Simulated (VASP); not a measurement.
Here is a VASP 6.6.1 calculation.

INCAR

```
SYSTEM = Ag
PREC = Accurate
ENCUT = 520
EDIFF = 1E-6
ISMEAR = 0
SIGMA = 0.1
LREAL = .FALSE.
LASPH = .TRUE.
NELM = 100
ALGO = Fast
ISIF = 2
LWAVE = .FALSE.
LCHARG = .TRUE.
GGA = PS
LELF = .TRUE.
LVHAR = .TRUE.
NBANDS = 18
```

KPOINTS

```
Automatic mesh
0
G
  16 16 16
  0 0 0
```

The input POSCAR:

```
Ag
1.0
    3.2251146552      0.0000000000      0.0000000000
    0.0000000000      3.2251146552      0.0000000000
    0.1451301595      0.0000000000      3.2251146552
Ag
2
Direct
    0.0000000000      0.0000000000      0.0000000000
    0.5000000000      0.5000000000      0.5000000000
```

Potentials or basis: VASP PAW PBE potentials, release 64 (Ag).

The run is started by

```sh
$ cat potpaw_PBE.64/Ag/POTCAR > POTCAR
$ mpirun -np 1 vasp_std > vasp.out
```

(1) Predict the pressure.

(2) Estimate the band gap on the k mesh.

## Answers

(1) -0.1 GPa.

(2) zero (band 11 reaches 14.05 eV, above the bottom of band 12 at 6.56 eV).

Caveat: the cell differs from its parent crystal (shear of c along a, cell held: +4.5 %); the PAW data sets were made with another functional, which shifts forces and pressure a little.
